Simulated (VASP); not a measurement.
Here is a VASP 6.6.1 calculation.

The input INCAR:

```
SYSTEM = GeS3
PREC     = Accurate       ! precision mode
ENCUT    = 520            ! plane-wave cutoff, eV
EDIFF    = 1E-6           ! SCF threshold, eV
ISMEAR   = 0              ! smearing method
SIGMA    = 0.1            ! smearing width, eV
LREAL    = .False.        ! projectors in reciprocal space
LASPH    = .True.         ! aspherical terms in the spheres
NELM     = 100            ! most SCF steps
ALGO     = Normal         ! electronic algorithm
ISIF     = 2              ! what is computed and relaxed
LWAVE    = .False.        ! write WAVECAR
LCHARG   = .False.        ! write CHGCAR
GGA      = PE             ! functional
NBANDS   = 24             ! bands
```

KPOINTS

```
Automatic mesh
0
Gamma
  4 4 4
  0 0 0
```

Contents of POSCAR:

```
GeS3
1.0
   -2.8408257600      2.8408257600      2.8408257600
    2.8408257600     -2.8408257600      2.8408257600
    2.8408257600      2.8408257600     -2.8408257600
Ge S
1 3
Direct
    0.0000000000      0.0000000000      0.0000000000
    0.0000000000      0.5000000000      0.5000000000
    0.5000000000      0.0000000000      0.5000000000
    0.5000000000      0.5000000000      0.0000000000
```

Potentials or basis: VASP PAW PBE potentials, release 64 (Ge_d, S).

Command:

```bash
$ cat potpaw_PBE.64/Ge_d/POTCAR potpaw_PBE.64/S/POTCAR > POTCAR
$ mpirun -np 1 vasp_std > vasp.out
```

Problem. Estimate the pressure.

Solution. -8.3 GPa.

Problem. What does it give for the band gap on the k mesh?

Solution. Zero (band 16 reaches 5.65 eV, above the bottom of band 17 at 2.03 eV).

Caveat: the k points lie up to 0.39 Å⁻¹ apart.
